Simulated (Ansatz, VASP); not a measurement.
**BN: VASP beside Ansatz**

```xyz
2
Lattice="0.0000 1.8123 1.8123 1.8123 0.0000 1.8123 1.8123 1.8123 0.0000" Properties=species:S:1:pos:R:3 pbc="T T T"
B     0.0000    0.0000    0.0000
N     2.7185    2.7185    2.7185
```

Alike in both runs: task single point; functional PBE; k mesh 12 × 12 × 12; occupations gaussian, width 0.02 eV; no spin polarisation.

|  | VASP | Ansatz |
| --- | --- | --- |
| version | VASP 6.6.1 | Ansatz 0.2.0 |
| potentials or method | VASP PAW PBE potentials, release 64 (B, N), cutoff 520 eV | scalar-relativistic, plane waves, PAW |
| valence electrons in the cell | 8 | 8 |

```csv
,VASP,Ansatz,Ansatz less VASP
gap on the k mesh at the Fermi level (eV),4.45,4.46,+0.012
least direct gap on the mesh (eV),8.78,8.79,+0.011
```
